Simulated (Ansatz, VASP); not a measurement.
# Two plane-wave programs on BiB

The input POSCAR:

```
BiB
1.0
    0.0000000000      2.6268329274      2.6268329274
    2.6268329274      0.0000000000      2.6268329274
    2.6268329274      2.6268329274      0.0000000000
B Bi
1 1
Direct
    0.0000000000      0.0000000000      0.0000000000
    0.5000000000      0.5000000000      0.5000000000
```

Contents of INCAR.step1:

```
SYSTEM = BiB
ALGO     = Normal         ! electronic algorithm
EDIFF    = 1E-5           ! SCF threshold, eV
ENCUT    = 520            ! plane-wave cutoff, eV
GGA      = PE             ! functional
ISIF     = 2              ! what is computed and relaxed
ISMEAR   = -1             ! smearing method
LASPH    = .TRUE.         ! aspherical terms in the spheres
LCHARG   = .FALSE.        ! write CHGCAR
LREAL    = .FALSE.        ! projectors in reciprocal space
LWAVE    = .TRUE.         ! write WAVECAR
NBANDS   = 16             ! bands
NELM     = 80             ! most SCF steps
PREC     = Accurate       ! precision mode
SIGMA    = 0.02           ! smearing width, eV
```

INCAR.step2

```
SYSTEM = BiB
AEXX     = 0.5            ! exact-exchange fraction
ALGO     = Normal         ! electronic algorithm
EDIFF    = 1E-6           ! SCF threshold, eV
ENCUT    = 520            ! plane-wave cutoff, eV
GGA      = PE             ! functional
HFSCREEN = 0.3            ! screening, 1/A
ISIF     = 2              ! what is computed and relaxed
ISMEAR   = -1             ! smearing method
ISTART   = 1            
LASPH    = .TRUE.         ! aspherical terms in the spheres
LCHARG   = .FALSE.        ! write CHGCAR
LHFCALC  = .TRUE.         ! exact exchange
LREAL    = .FALSE.        ! projectors in reciprocal space
LWAVE    = .FALSE.        ! write WAVECAR
NBANDS   = 16             ! bands
NELM     = 80             ! most SCF steps
PREC     = Accurate       ! precision mode
PRECFOCK = Normal       
SIGMA    = 0.02           ! smearing width, eV
```

File KPOINTS:

```
k-points
0
G
  4 4 4
  0 0 0
```

Input for Ansatz:

```yaml
crystal:
  lattice:
    - [0.0, 2.6268329274, 2.6268329274]
    - [2.6268329274, 0.0, 2.6268329274]
    - [2.6268329274, 2.6268329274, 0.0]
  atoms:
    - { symbol: B, position: [0.0, 0.0, 0.0] }
    - { symbol: Bi, position: [0.5, 0.5, 0.5] }
kpoints:
  mp_grid: { grid: [4, 4, 4] }
hamiltonian:
  xc: { exchange: pbe, correlation: pbe, exx: { coeff: 0.5, omega: 0.3 } }
scf:
  occupations: { method: fermi_dirac, width: 0.02 }
  n_extra_bands: 4
output:
  forces: true
  stress: true
  eigenvalues: true
```

Alike in both runs: task single point; functional PBE-based screened hybrid; k mesh 4 × 4 × 4; occupations fermi-dirac, width 0.02 eV; no spin polarisation.

|  | VASP | Ansatz |
| --- | --- | --- |
| version | VASP 6.6.1 | Ansatz 0.2.0 |
| potentials or method | VASP PAW PBE potentials, release 64 (B, Bi_d) | plane waves |
| plane-wave cutoff (eV) | 520 | 420 |
| valence electrons in the cell | 18 | 18 |

Ansatz gave:

- pressure (GPa): -0.9

Problem. Estimate VASP's values.

Solution. Pressure (GPa): -0.7.

VASP's potentials were made for PBE, not for PBE-based screened hybrid. The functional is the same, so the differences come from potentials, cutoffs and numerics. Ansatz's warnings: filled band counts differ across k points, stress exchange threshold loose, stress scf threshold loose.

The k mesh is coarse, so the values compare programs but aren't converged. Spin-orbit coupling is off throughout.
